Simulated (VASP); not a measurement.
A run of VASP 6.6.1 is set up as follows.

File INCAR:

```
SYSTEM = B16P16H
PREC = Accurate ; ENCUT = 520
EDIFF = 1E-6 ; ISMEAR = 0
SIGMA = 0.02 ; LREAL = Auto
LASPH = .True. ; NELM = 60
ALGO = Normal ; ISIF = 2
LWAVE = .False. ; LCHARG = .False.
GGA = PE ; NELECT = 130.0
NBANDS = 86
```

KPOINTS

```
Automatic mesh
0
Gamma
  2 2 2
  0.5 0.5 0.5
```

File POSCAR:

```
B16P16H
1.0
   -4.5481928018      4.5481928018     -4.5481928018
   -4.5481928018     -4.5481928018      4.5481928018
    4.5481928018      4.5481928018      4.5481928018
B P H
16 16 1
Direct
    0.2534436314      0.2499979771      0.5034394098
    0.0000083550      0.5034582085      0.5034590880
    0.0000037377      0.2500019347      0.7508445989
    0.7499973393      0.7500001976      0.5000010112
    0.7499967896      0.5000007913      0.7499992082
    0.7465528943      0.2499998460     -0.0034576371
    0.4999993622     -0.0000023086      0.4999977132
    0.4991578191      0.7491561261      0.7491556863
    0.4999985926      0.4999982628     -0.0000029682
    0.5008653105      0.2500017149      0.2500014950
    0.2499996261      0.0000007695      0.7500027261
    0.2500002857      0.7500029459      0.0000005497
    0.2534451705      0.5034402893      0.2499990765
    0.0000043974     -0.0034380689     -0.0034367496
    0.0000032980      0.7508409711      0.2500013851
    0.7465550930     -0.0034568675      0.2500006155
    0.0000006596      0.0047543059      0.2500009453
    0.7547988068      0.2499992963      0.2499994063
    0.7497858267     -0.0002150305      0.5008957622
    0.5011116721      0.5002096655      0.2499976473
    0.5011105728      0.2499975374      0.5002088960
    0.4988863927     -0.0008977192      0.7488861287
    0.2502169652      0.7511053618      0.2499979771
    0.2452339970      0.4952348324      0.4952347225
    0.2502159758      0.2499980871      0.7511049221
    0.2509028420     -0.0002052464     -0.0002051364
   -0.0000013192      0.7511130572      0.5002197794
   -0.0000010993      0.5002195595      0.7511139366
    0.0000004397      0.2500007255      0.0047573841
    0.7491081949      0.7488952532      0.7488951433
    0.7497842877      0.5008956522     -0.0002162397
    0.4988880417      0.7488878877     -0.0008969497
   -0.0000454026      0.2500020447      0.2500041334
```

Potentials or basis: VASP PAW PBE potentials, release 64 (B, P, H).

Launch:

```console
$ cat potpaw_PBE.64/B/POTCAR potpaw_PBE.64/P/POTCAR potpaw_PBE.64/H/POTCAR > POTCAR
$ mpirun -np 1 vasp_std > vasp.out
```

(1) Estimate the largest force.

## Answers

(1) 0.021 eV/Å.

Caveat: the cell carries a net charge on a neutralising background, which shifts energy and pressure.
